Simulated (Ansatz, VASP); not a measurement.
**One calculation of SnSe, two programs**

File INCAR:

```
  ALGO = Normal
  EDIFF = 1E-6
  ENCUT = 500
  GGA = PS
  GGA_COMPAT = F
  ISIF = 2
  ISMEAR = 0
  LASPH = T
  LCHARG = T
  LELF = T
  LREAL = F
  LVHAR = T
  LWAVE = F
  NBANDS = 17
  NELM = 120
  PREC = Accurate
  SIGMA = 0.02
```

KPOINTS

```
k-points
0
Gamma
  4 4 4
```

Contents of POSCAR:

```
SnSe
1.0
    0.0000000000      2.9725906973      2.9725906973
    2.9725906973      0.0000000000      2.9725906973
    2.9725906973      2.9725906973      0.0000000000
Sn Se
1 1
Direct
    0.0000000000      0.0000000000      0.0000000000
    0.5000000000      0.5000000000      0.5000000000
```

Input for Ansatz:

```yaml
crystal:
  lattice:
    - [0.0, 2.9725906973, 2.9725906973]
    - [2.9725906973, 0.0, 2.9725906973]
    - [2.9725906973, 2.9725906973, 0.0]
  atoms:
    - { symbol: Sn, position: [0.0, 0.0, 0.0] }
    - { symbol: Se, position: [0.5, 0.5, 0.5] }
basis:
  ecutwfc: 420
kpoints:
  mp_grid: { grid: [4, 4, 4] }
hamiltonian:
  xc: pbesol
  pseudopotentials: { kind: paw, azcp: { folder: soft_1 } }
scf:
  occupations: { method: gaussian, width: 0.02 }
output:
  forces: true
  stress: true
  eigenvalues: true
```

Alike in both runs: task single point; functional PBEsol; k mesh 4 × 4 × 4; occupations gaussian, width 0.02 eV; no spin polarisation.

```csv
,VASP,Ansatz
version,VASP 6.6.1,Ansatz 0.2.0
potentials or method,"VASP PAW PBE potentials, release 64 (Sn_d, Se), cutoff 500 eV","scalar-relativistic, plane waves, PAW"
valence electrons in the cell,20,30
```

|  | VASP | Ansatz | Ansatz less VASP |
| --- | --- | --- | --- |
| gap on the k mesh at the Fermi level (eV) | 0.80 | 0.80 | -0.003 |
| least direct gap on the mesh (eV) | 0.80 | 0.80 | -0.003 |
| pressure (GPa) | -1.5 | -1.5 | -0.03 |

VASP's potentials were made for PBE, not for PBEsol, and Ansatz warns of the same on its side. VASP's potentials hold 20 valence electrons a cell and Ansatz's 30, so a difference there can come from the potentials and not from the codes.

The k mesh is coarse, so the values compare programs but aren't converged.
